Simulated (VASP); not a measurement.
Here is a VASP 6.6.1 calculation.

The input INCAR:

```
ALGO = Normal ; EDIFF = 1E-7
ENCUT = 520 ; GGA = PS
ISIF = 2 ; ISMEAR = 0
KPAR = 4 ; LASPH = T
LCHARG = F ; LREAL = Auto
LWAVE = F ; NBANDS = 115
NELM = 80 ; PREC = Accurate
SIGMA = 0.02
```

KPOINTS

```
k-points
0
Gamma
  4 6 6
```

File POSCAR:

```
Zr7SnO16
1.0
   10.2799014790     -0.0711088510      0.0637848138
   -0.0359485516      5.1751151822     -0.0178566409
   -0.8514687222     -0.0119228310      5.2726910072
Sn Zr O
1 7 16
Direct
    0.1301445916      0.4731621737      0.6934644177
    0.6370305551      0.4590733709      0.7085022585
    0.3610643016      0.9552099871      0.7962236443
    0.8629856583      0.9678629662      0.7852952717
    0.3634295510      0.5333829277      0.2934820247
    0.8582247534      0.5481878123      0.2800176576
    0.1376944169      0.0444630849      0.2155427234
    0.6374455982      0.0414689250      0.2082148492
    0.2251827734      0.7150942691      0.9753131393
    0.7250713026      0.7480751553      0.9716884740
    0.2703288043      0.2527984862      0.5464969691
    0.7751168340      0.2480412141      0.5198485703
    0.2874436217      0.2219782819      0.0595662560
    0.7745441617      0.2597832570      0.0188334984
    0.2258841666      0.7618317359      0.4770885071
    0.7256388535      0.7597972622      0.4724247828
    0.0300710906      0.3304579412      0.3450254094
    0.5335510934      0.3211094200      0.3551418349
    0.4688275150      0.8156146307      0.1467137464
    0.9665178144      0.8282068446      0.1374420743
    0.4681959041      0.6751140860      0.6480716936
    0.9637426124      0.6847536046      0.6381891688
    0.0391416562      0.1803634552      0.8539117836
    0.5327223699      0.1741691082      0.8535012449
```

Potentials or basis: VASP PAW PBE potentials, release 64 (Sn_d, Zr_sv, O).

The run is started by

```console
$ cat potpaw_PBE.64/Sn_d/POTCAR potpaw_PBE.64/Zr_sv/POTCAR potpaw_PBE.64/O/POTCAR > POTCAR
$ mpirun -np 4 vasp_std > vasp.out
```

Q: Estimate the pressure.

A: 0.5 GPa.

Q: What does it give for the band gap on the k mesh?

A: 3.18 eV.

Q: Estimate the largest force.

A: 0.043 eV/Å.

Stress tensor (GPa, compression positive):
```
0.57 0.02 0.03
0.02 0.51 0.01
0.03 0.01 0.45
```

Caveat: the PAW data sets were made with another functional, which shifts forces and pressure a little; spin-orbit coupling is left out, which moves the levels of the heavy elements. A k mesh can miss the band edges.
